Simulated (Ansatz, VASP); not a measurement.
Two plane-wave programs on MgS

```
S Mg
1.0
     3.95226    0.00000    0.00000
    -1.97613    3.42276    0.00000
     0.00000    0.00000    6.30099
S Mg
2 2
Cartesian
  1.9761 1.1409 5.5401
  0.0000 2.2818 2.3896
  0.0000 2.2818 6.2742
  1.9761 1.1409 3.1237
```

Alike in both runs: task single point; functional LDA; k mesh 8 × 8 × 4; occupations fermi-dirac, width 0.05 eV; no spin polarisation.

|  | VASP | Ansatz |
| --- | --- | --- |
| version | VASP 6.6.1 | Ansatz 0.2.0 |
| potentials or method | VASP PAW LDA potentials, release 64 (S, Mg) | Ansatz PAW |
| plane-wave cutoff (eV) | 520 | 420 |
| valence electrons in the cell | 16 | 32 |

```tsv
	VASP	Ansatz	Ansatz less VASP
gap on the k mesh at the Fermi level (eV)	3.47	3.46	-0.012
least direct gap on the mesh (eV)	3.47	3.46	-0.012
pressure (GPa)	1.3	1.7	+0.32
traceless stress, the component that is largest in VASP (GPa)	-0.30	-0.32	-0.014
rms of the force components (eV/Å)	0.027	0.026	-0.0016
```

LDA's correlation is that of Perdew and Zunger in VASP and of Perdew and Wang (1992) in Ansatz. Atom by atom the forces differ by 0.002 eV/Å (rms over components). VASP's potentials hold 16 valence electrons a cell and Ansatz's 32, so a difference there can come from the potentials and not from the codes.
